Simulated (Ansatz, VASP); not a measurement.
One calculation of AlTlS3, two programs

```xyz
5
Lattice="3.0754 1.7756 3.7783 -3.0754 1.7756 3.7783 0.0000 -3.5512 3.7783" Properties=species:S:1:pos:R:3 pbc="T T T"
Al    0.0000    0.0000    5.6675
Tl    0.0000    0.0000    0.0000
S     0.0000    1.7756    3.7783
S    -1.5377   -0.8878    3.7783
S     1.5377   -0.8878    3.7783
```

Alike in both runs: task relaxation of cell and atoms; functional PBE; k mesh 6 × 6 × 6; occupations gaussian, width 0.1 eV; no spin polarisation.

|  | VASP | Ansatz |
| --- | --- | --- |
| version | VASP 6.6.1 | Ansatz 0.2.0 |
| potentials or method | VASP PAW PBE potentials, release 64 (Al, Tl_d, S), cutoff 600 eV | scalar-relativistic, plane waves, PAW |
| valence electrons in the cell | 34 | 34 |

|  | VASP | Ansatz | Ansatz less VASP |
| --- | --- | --- | --- |
| gap on the k mesh at the Fermi level, each at its own relaxed structure (eV) | none | none | - |
| relaxed volume (Å³/atom) | 21.54 | 21.56 | +0.017 |
| relaxed cell length with the largest relative difference (Å) | 4.762 | 4.763 | +0.0007 |

A gap of «none» marks a metal or a gap that the smearing closes.

Spin-orbit coupling is off throughout.
